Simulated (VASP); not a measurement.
# SiO2 (Imma) in VASP: a series of runs

The runs below take SiO2 through single point, with PBE.

All numbers are computed with VASP 6.6.1; they aren't measurements. Logs are shortened: lines on timing, memory, paths and dates and some standing lists are left out, and cuts for length are marked.

### 1 The cell of the first run

It takes space group Imma (No. 74, orthorhombic). The conventional cell has a = 5.281 Å, b = 9.261 Å, c = 9.050 Å, α = 90.00°, β = 90.00°, γ = 90.00°. Within 2.1 Å of Si (site symmetry m) lie 4 O at 1.61 to 1.62 Å. Within 2.2 Å of O (site symmetry mm2) lie 2 Si at 1.62 Å. Within 2.2 Å of O (site symmetry 2) lie 2 Si at 1.62 Å. O (site symmetry 2/m) has 2 Si at 1.61 Å within 2.1 Å.

### 2 Single point, PBE

INCAR reads:

```
SYSTEM = SiO2
ALGO = Normal ; EDIFF = 1E-6
ENCUT = 520 ; GGA = PE
ISIF = 2 ; ISMEAR = -5
LASPH = .TRUE. ; LCHARG = .FALSE.
LREAL = .FALSE. ; LWAVE = .FALSE.
NBANDS = 44 ; NELM = 60
PREC = Accurate ; SIGMA = 0.02
```

KPOINTS reads:

```
k-points
0
G
  6 6 6
  0 0 0
```

POSCAR reads:

```
SiO2
1.0
   -2.6403545785      4.6305001121      4.5249805310
    2.6403545785     -4.6305001121      4.5249805310
    2.6403545785      4.6305001121     -4.5249805310
Si O
4 8
Direct
    0.9169409215      0.8404448547      0.0764960668
    0.7360512121      0.1595551453      0.5764960668
    0.0830590785      0.1595551453      0.9235039332
    0.2639487879      0.8404448547      0.4235039332
    0.1135035066      0.8635035066      0.2500000000
    0.8864964934      0.1364964934      0.7500000000
    0.7756691809      0.5000000000      0.7756691809
    0.2243308191      0.0000000000      0.7243308191
    0.2243308191      0.5000000000      0.2243308191
    0.7756691809      0.0000000000      0.2756691809
    0.0000000000      0.0000000000      0.0000000000
    0.5000000000      0.0000000000      0.5000000000
```

Potentials or basis: VASP PAW PBE potentials, release 64 (Si, O).

Command:

```console
> cat potpaw_PBE.64/Si/POTCAR potpaw_PBE.64/O/POTCAR > POTCAR
> mpirun -np 1 vasp_std > vasp.out
```

OUTCAR:

```text
SYSTEM = SiO2
   EDIFF = 1E-6
   ENCUT = 520
   GGA = PE
   ISIF = 2
   ISMEAR = -5
   LASPH = .TRUE.
   LREAL = .FALSE.
   NELM = 60
   PREC = Accurate

 ion  position               nearest neighbor table
   1  0.917  0.840  0.076-  11 1.61   5 1.62  10 1.62   7 1.62   2 3.11   2 3.11
   2  0.736  0.160  0.576-  12 1.61   6 1.62  10 1.62   7 1.62   1 3.11   1 3.11
   3  0.083  0.160  0.924-  11 1.61   6 1.62   9 1.62   8 1.62   4 3.11   4 3.11
   4  0.264  0.840  0.424-  12 1.61   5 1.62   8 1.62   9 1.62   3 3.11   3 3.11
   5  0.114  0.864  0.250-   4 1.62   1 1.62
   6  0.886  0.136  0.750-   2 1.62   3 1.62
   7  0.776  0.500  0.776-   1 1.62   2 1.62
   8  0.224  0.000  0.724-   4 1.62   3 1.62
   9  0.224  0.500  0.224-   3 1.62   4 1.62
  10  0.776  0.000  0.276-   2 1.62   1 1.62
  11  0.000  0.000  0.000-   1 1.61   3 1.61
  12  0.500  0.000  0.500-   2 1.61   4 1.61

  LATTYP: Found a body centered orthorhombic cell.
 ALAT       =     5.2807091570
 B/A-ratio  =     1.7137775994
 C/A-ratio  =     1.7537417701

  Lattice vectors:

 A1 = (   2.6403545785,  -4.6305001121,  -4.5249805310)
 A2 = (  -2.6403545785,  -4.6305001121,   4.5249805310)
 A3 = (  -2.6403545785,   4.6305001121,  -4.5249805310)

Analysis of symmetry for initial positions (statically):
=====================================================================
 Subroutine PRICEL returns:
 Original cell was already a primitive cell.

 Routine SETGRP: Setting up the symmetry group for a
 body centered orthorhombic supercell.

 Subroutine GETGRP returns: Found  8 space group operations
 (whereof  4 operations were pure point group operations)
 out of a pool of  8 trial point group operations.

The static configuration has the point symmetry C_2h.
 The point group associated with its full space group is D_2h.

Analysis of symmetry for dynamics (positions and initial velocities):
=====================================================================
 Subroutine PRICEL returns:
 Original cell was already a primitive cell.

 Routine SETGRP: Setting up the symmetry group for a
 body centered orthorhombic supercell.

 Subroutine GETGRP returns: Found  8 space group operations
 (whereof  4 operations were pure point group operations)
 out of a pool of  8 trial point group operations.

The dynamic configuration has the point symmetry C_2h.
 The point group associated with its full space group is D_2h.

 Subroutine INISYM returns: Found  8 space group operations
 (whereof  4 operations are pure point group operations),
 and found     1 'primitive' translations

----------------------------------------------------------------------------------------

                                     Primitive cell

  volume of cell :     221.2926

  direct lattice vectors                    reciprocal lattice vectors
    -2.640354579  4.630500112  4.524980531     0.000000000  0.107979697  0.110497713
     2.640354579 -4.630500112  4.524980531     0.189368505  0.000000000  0.110497713
     2.640354579  4.630500112 -4.524980531     0.189368505  0.107979697  0.000000000

  length of vectors
     6.992027774  6.992027774  6.992027774     0.154497118  0.219249117  0.217990931

  position of ions in fractional coordinates (direct lattice)
     0.916940922  0.840444855  0.076496067
     0.736051212  0.159555145  0.576496067
     0.083059078  0.159555145  0.923503933
     0.263948788  0.840444855  0.423503933
     0.113503507  0.863503507  0.250000000
     0.886496493  0.136496493  0.750000000
     0.775669181  0.500000000  0.775669181
     0.224330819  1.000000000  0.724330819
     0.224330819  0.500000000  0.224330819
     0.775669181  0.000000000  0.275669181
     0.000000000  0.000000000  0.000000000
     0.500000000  0.000000000  0.500000000

  ion indices of the primitive-cell ions
   primitive index   ion index
                 1           1
                 2           2
                 3           3
                 4           4
                 5           5
                 6           6
                 7           7
                 8           8
                 9           9
                10          10
                11          11
                12          12

----------------------------------------------------------------------------------------

 KPOINTS: k-points

Automatic generation of k-mesh.
 Grid dimensions read from file:
 generate k-points for:    6    6    6

 Generating k-lattice:

  Cartesian coordinates                     Fractional coordinates (reciprocal lattice)
     0.000000000  0.017996616  0.018416285     0.166666667  0.000000000  0.000000000
     0.031561418  0.000000000  0.018416285     0.000000000  0.166666667 -0.000000000
     0.031561418  0.017996616  0.000000000     0.000000000 -0.000000000  0.166666667

  Length of vectors
     0.025749520  0.036541520  0.036331822

  Shift w.r.t. Gamma in fractional coordinates (k-lattice)
     0.000000000  0.000000000  0.000000000

 TETIRR: Found    537 inequivalent tetrahedra from     1296

 Subroutine IBZKPT returns following result:
 ===========================================

 Found     46 irreducible k-points:

 Following reciprocal coordinates:
            Coordinates               Weight
  0.000000  0.000000  0.000000      1.000000
  0.166667  0.000000 -0.000000      4.000000
  0.333333  0.000000  0.000000      4.000000
  0.500000  0.000000 -0.000000      2.000000
  0.000000  0.166667 -0.000000      4.000000
  0.166667  0.166667 -0.000000      8.000000
[... 16 lines left out ...]
 -0.166667  0.166667  0.166667      2.000000
  0.166667  0.333333  0.166667      4.000000
 [... further k-points ...]
   k-points           NKPTS =     46   k-points in BZ     NKDIM =     46   number of bands    NBANDS=     44
   number of dos      NEDOS =    301   number of ions     NIONS =     12
   total plane-waves  NPLWV = 157464
   dimension x,y,z NGX =    54 NGY =   54 NGZ =   54
   dimension x,y,z NGXF=   108 NGYF=  108 NGZF=  108
   ions per type =               4   8
   NGX,Y,Z   is equivalent  to a cutoff of  12.84, 12.84, 12.84 a.u.
   NGXF,Y,Z  is equivalent  to a cutoff of  25.68, 25.68, 25.68 a.u.
 SYSTEM =  SiO2
   PREC   = accura    normal or accurate (medium, high low for compatibility)
   ISTART =      0    job   : 0-new  1-cont  2-samecut
   ICHARG =      2    charge: 1-file 2-atom 10-const
   ISPIN  =      1    spin polarized calculation?
   LNONCOLLINEAR =      F non collinear calculations
   LSORBIT =      F    spin-orbit coupling
   LASPH  =      T    aspherical Exc in radial PAW
   ENCUT  =  520.0 eV  38.22 Ry    6.18 a.u.  13.00 13.00 13.00*2*pi/ulx,y,z
   NELM   =     60;   NELMIN=  2; NELMDL= -5     # of ELM steps
   EDIFF  = 0.1E-05   stopping-criterion for ELM
   LREAL  =      F    real-space projection
   EDIFFG = 0.1E-04   stopping-criterion for IOM
   NSW    =      0    number of steps for IOM
   IBRION =     -1    ionic relax: 0-MD 1-quasi-New 2-CG
   NFREE  =      0    steps in history (QN), initial steepest desc. (CG)
   ISIF   =      2    stress and relaxation
   ISYM   =      2    0-nonsym 1-usesym 2-fastsym
   POTIM  = 0.5000    time-step for ionic-motion
   TEBEG  =    0.0;   TEEND  =   0.0 temperature during run
   PSTRESS=    0.0 pullay stress
   NELECT =      64.0000    total number of electrons
   NUPDOWN=      -1.0000    fix difference up-down
   EMIN   =  10.00;   EMAX   =-10.00  energy-range for DOS
   EFERMI =   0.00;   METHOD = LEGACY
   ISMEAR =    -5;   SIGMA  =   0.02  broadening in eV -4-tet -1-fermi 0-gaus
   EFERMI_NEDOS =   21; number of points for ismear=-14 and -15
   IALGO  =     38    algorithm
   IMIX   =      4    mixing-type and parameters
     AMIX     =   0.40;   BMIX     =  1.00
     AMIX_MAG =   1.60;   BMIX_MAG =  1.00
  volume/ion in A,a.u.               =      18.44       124.45
  Fermi-wavevector in a.u.,A,eV,Ry     =   1.082628  2.045870 15.947159  1.172083
  Thomas-Fermi vector in A             =   2.218674
   LORBIT       =      0    0 simple, 1 ext, 2 COOP (PROOUT), +10 PAW based schemes
   GGA     = PE    functional components
   LHFCALC =     F    Hartree Fock is set to
   AEXX    =    0.0000 exact exchange contribution
   IVDW    =     0    specifies the selected vdW correction
   LEPSILON=     F    determine dielectric tensor
   LRPA    =     F    only Hartree local field effects (RPA)
 non-spin polarized calculation
 Fermi weights with tetrahedron method with Bloechl corrections
  energy-cutoff  :      520.00
  volume of cell :      221.29
 maximum number of plane-waves:      5990
 NGX is ok and might be reduce to    54
   NGX = 25   NGY = 25   NGZ = 25

 number of electron      64.0000006 magnetization

 Free energy of the ion-electron system (eV)
  ---------------------------------------------------
  ext. energy  EPLUGINS =         0.00000000
  ---------------------------------------------------
  free energy    TOTEN  =       -94.85060049 eV

  energy without entropy =      -94.85060049  energy(sigma->0) =      -94.85060049

 E-fermi :  -1.3991     XC(G=0):  -7.0776

 val. band max:       -1.4306876382   @ k =   0.0000   0.0000   0.0000
 cond. band min:       3.9487077818   @ k =   0.0000   0.0000   0.0000
 fundamental gap:      5.3793954200
 Fermi energy:        -1.3990768332

 k-point     1 :       0.0000    0.0000    0.0000
  band No.  band energies     occupation
      1     -20.8750      2.00000
      2     -19.9825      2.00000
      3     -19.4973      2.00000
      4     -19.4535      2.00000
      5     -18.9326      2.00000
      6     -18.8710      2.00000
[... 36 lines left out ...]
     43       8.8296      0.00000
     44       9.1780      0.00000

 k-point     2 :       0.1667    0.0000   -0.0000
  band No.  band energies     occupation
      1     -20.8461      2.00000
      2     -20.0616      2.00000
      3     -19.5760      2.00000
      4     -19.3233      2.00000
      5     -18.9275      2.00000
      6     -18.8726      2.00000
[... 36 lines left out ...]
     43       8.8107      0.00000
     44       9.4123      0.00000

 k-point     3 :       0.3333    0.0000    0.0000
  band No.  band energies     occupation
      1     -20.7725      2.00000
      2     -20.2205      2.00000
      3     -19.6092      2.00000
      4     -19.2061      2.00000
      5     -18.9144      2.00000
      6     -18.8750      2.00000
[... 36 lines left out ...]
     43       8.8072      0.00000
     44       9.3798      0.00000

 k-point     4 :       0.5000    0.0000   -0.0000
  band No.  band energies     occupation
      1     -20.7202      2.00000
      2     -20.3096      2.00000
      3     -19.6160      2.00000
      4     -19.1657      2.00000
      5     -18.9067      2.00000
      6     -18.8759      2.00000
[... 882 lines left out ...]
     43       9.0764      0.00000
     44       9.3343      0.00000

 k-point    23 :      -0.1667    0.1667    0.1667
  band No.  band energies     occupation
      1     -20.6757      2.00000
      2     -19.7655      2.00000
      3     -19.7549      2.00000
      4     -19.7409      2.00000
      5     -18.9098      2.00000
      6     -18.8697      2.00000
[... 36 lines left out ...]
     43       9.1634      0.00000
     44       9.4618      0.00000

 k-point    24 :       0.1667    0.3333    0.1667
  band No.  band energies     occupation
      1     -20.4054      2.00000
      2     -20.2471      2.00000
      3     -19.7631      2.00000
      4     -19.5611      2.00000
      5     -18.8862      2.00000
      6     -18.8783      2.00000
[... 36 lines left out ...]
     43       9.4300      0.00000
     44       9.6050      0.00000

 [... further k-points ...]

------------------------ aborting loop because EDIFF is reached ----------------------------------------

  FORCE on cell =-STRESS in cart. coord.  units (eV):
  Direction    XX          YY          ZZ          XY          YZ          ZX
  --------------------------------------------------------------------------------------
  -------------------------------------------------------------------------------------
  Total        1.0050870      0.8158269      0.9255046      0.0000000      0.0000000      0.0000000
  in kB        7.2769160      5.9066570      6.7007327      0.0000000      0.0000000      0.0000000
  external PRESSURE =       6.6281019 kB  Pullay stress =       0.0000000 kB

 VOLUME and BASIS-vectors are now :
 -----------------------------------------------------------------------------
  energy-cutoff  :      520.00
  volume of cell :      221.29
      direct lattice vectors                 reciprocal lattice vectors
    -2.640354579  4.630500112  4.524980531     0.000000000  0.107979697  0.110497713
     2.640354579 -4.630500112  4.524980531     0.189368505  0.000000000  0.110497713
     2.640354579  4.630500112 -4.524980531     0.189368505  0.107979697  0.000000000

 POSITION                                       TOTAL-FORCE (eV/Angst)
 -----------------------------------------------------------------------------------
      0.00000      0.70843      7.60599        -0.000000     -0.034926      0.027770
     -0.00000      5.33893      1.44397        -0.000000     -0.034926     -0.027770
      2.64035      3.92207     -3.08101         0.000000      0.034926     -0.027770
      2.64035     -0.70843      3.08101        -0.000000      0.034926      0.027770
      2.64035     -2.31525      3.28969        -0.000000     -0.000000     -0.013841
     -0.00000      6.94575      1.23529         0.000000     -0.000000      0.013841
      1.32018      4.86822      2.26249         0.000000      0.011425     -0.000000
      1.32018      4.39278     -2.26249         0.000000     -0.011425     -0.000000
      1.32018     -0.23772      2.26249         0.000000     -0.011425     -0.000000
     -1.32018      4.86822      2.26249         0.000000      0.011425     -0.000000
      0.00000      0.00000      0.00000         0.000000     -0.000000     -0.000000
      0.00000      4.63050      0.00000         0.000000     -0.000000     -0.000000
 -----------------------------------------------------------------------------------
    total drift:                               -0.000000     -0.000000      0.000000

  FREE ENERGIE OF THE ION-ELECTRON SYSTEM (eV)
  ---------------------------------------------------
  free  energy   TOTEN  =       -94.8506004880 eV

  energy  without entropy=      -94.8506004880  energy(sigma->0) =      -94.85060049
```

Wall time 5.4 min (1 thread of Intel Xeon 6975P-C (Granite Rapids), shared host); peak memory 0.56 GiB.

Results:

- Free energy: -94.8506 eV
- Pressure: 0.7 GPa
- Largest force: 0.045 eV/Å
- Band gap on the k mesh: 5.38 eV

Forces on the atoms (eV/Å):
```
Si   0.000 -0.035  0.028
Si   0.000 -0.035 -0.028
Si   0.000  0.035 -0.028
Si   0.000  0.035  0.028
O    0.000  0.000 -0.014
O    0.000  0.000  0.014
O    0.000  0.011  0.000
O    0.000 -0.011  0.000
O    0.000 -0.011  0.000
O    0.000  0.011  0.000
O    0.000  0.000  0.000
O    0.000  0.000  0.000
```

Stress tensor (GPa, compression positive):
```
0.73 0.00 0.00
0.00 0.59 0.00
0.00 0.00 0.67
```

(Part 1 of 3 ends here.)
